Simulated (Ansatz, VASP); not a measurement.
Two plane-wave programs on BP

Contents of INCAR:

```
ALGO = Normal ; EDIFF = 1E-6
ENCUT = 500 ; GGA = PE
GGA_COMPAT = False ; ISIF = 2
ISMEAR = 0 ; LASPH = True
LCHARG = False ; LREAL = False
LWAVE = False ; NBANDS = 11
NELM = 120 ; PREC = Accurate
SIGMA = 0.01
```

KPOINTS

```
k-points
0
Gamma
  10 10 10
```

File POSCAR:

```
BP
1.0
    0.0000000000      2.2690000000      2.2690000000
    2.2690000000      0.0000000000      2.2690000000
    2.2690000000      2.2690000000      0.0000000000
B P
1 1
Direct
    0.0000000000      0.0000000000      0.0000000000
    0.2500000000      0.2500000000      0.2500000000
```

Input for Ansatz:

```yaml
crystal:
  lattice:
    - [0.0, 2.269, 2.269]
    - [2.269, 0.0, 2.269]
    - [2.269, 2.269, 0.0]
  atoms:
    - { symbol: B, position: [0.0, 0.0, 0.0] }
    - { symbol: P, position: [0.25, 0.25, 0.25] }
basis:
  ecutwfc: 550.0
kpoints:
  mp_grid:
    grid: [10, 10, 10]
hamiltonian:
  xc: pbe
  pseudopotentials:
    kind: paw
scf:
  occupations:
    method: fixed
output:
  eigenvalues: true
```

Alike in both runs: task single point; functional PBE; k mesh 10 × 10 × 10; no spin polarisation.

|  | VASP | Ansatz |
| --- | --- | --- |
| version | VASP 6.6.1 | Ansatz 0.2.0 |
| potentials or method | VASP PAW PBE potentials, release 64 (B, P), cutoff 500 eV | plane waves, PAW |
| occupations | gaussian, width 0.01 eV | fixed |
| valence electrons in the cell | 8 | 8 |

```tsv
	VASP	Ansatz	Ansatz less VASP
gap on the k mesh at the Fermi level (eV)	1.24	1.24	+0.004
```
